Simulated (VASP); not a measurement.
Here is a VASP 6.6.1 calculation.

INCAR

```
SYSTEM = Li
PREC     = Accurate       ! precision mode
ENCUT    = 520            ! plane-wave cutoff, eV
EDIFF    = 1E-6           ! SCF threshold, eV
ISMEAR   = -1             ! smearing method
SIGMA    = 0.05           ! smearing width, eV
LREAL    = .False.        ! projectors in reciprocal space
LASPH    = .True.         ! aspherical terms in the spheres
NELM     = 80             ! most SCF steps
ALGO     = Normal         ! electronic algorithm
ISIF     = 2              ! what is computed and relaxed
LWAVE    = .False.        ! write WAVECAR
LCHARG   = .False.        ! write CHGCAR
GGA      = PE             ! functional
NBANDS   = 10             ! bands
```

KPOINTS

```
Automatic mesh
0
Gamma
  11 11 6
  0 0 0
```

POSCAR

```
Li
1.0
    3.0646488937      0.0000000000      0.0000000000
   -1.5323244468      2.6540637956      0.0000000000
    0.0000000000      0.0000000000      4.9647312077
Li
2
Direct
    0.2933333333      0.6466666667      0.2200000000
    0.7066666667      0.3533333333      0.7800000000
```

Potentials or basis: VASP PAW PBE potentials, release 64 (Li_sv).

The run is started by

```bash
$ cat potpaw_PBE.64/Li_sv/POTCAR > POTCAR
$ mpirun -np 1 vasp_std > vasp.out
```

(1) What does it give for the largest force?

(2) Predict the band gap on the k mesh.

Results:

(1) 0.406 eV/Å.

(2) zero (bands 3 and 4 overlap by 3.94 eV).

Caveat: the cell differs from its parent crystal (shortest bond scaled by 0.88).
